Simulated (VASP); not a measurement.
Input of a VASP 6.6.1 run:

File INCAR:

```
SYSTEM = Sn
PREC = Accurate
ENCUT = 600
EDIFF = 1E-6
ISMEAR = -1
SIGMA = 0.05
LREAL = .False.
LASPH = .True.
NELM = 60
ALGO = Normal
ISIF = 3
LWAVE = .False.
LCHARG = .False.
GGA = RP
IBRION = 2
NSW = 80
EDIFFG = -0.02
```

The input KPOINTS:

```
Automatic mesh
0
Gamma
  9 9 9
  0 0 0
```

File POSCAR:

```
Sn
1.0
   -2.9401404553      2.9401404553      1.5993019889
    2.9401404553     -2.9401404553      1.5993019889
    2.9401404553      2.9401404553     -1.5993019889
Sn
2
Direct
    0.0000000000      0.0000000000      0.0000000000
    0.7500000000      0.2500000000      0.5000000000
```

Potentials or basis: VASP PAW PBE potentials, release 64 (Sn_d).

Launch:

```sh
$ cat potpaw_PBE.64/Sn_d/POTCAR > POTCAR
$ mpirun -np 1 vasp_std > vasp.out
```

(1) Estimate the relaxed cell.

(2) Predict the band gap on the k mesh.

## Answers

(1) a = 4.543 Å, b = 4.543 Å, c = 4.543 Å, α = 97.37°, β = 97.37°, γ = 138.04°.

(2) zero (band 14 reaches 8.37 eV, above the bottom of band 15 at 4.66 eV).

Caveat: spin-orbit coupling is left out, which moves the levels of the heavy elements.
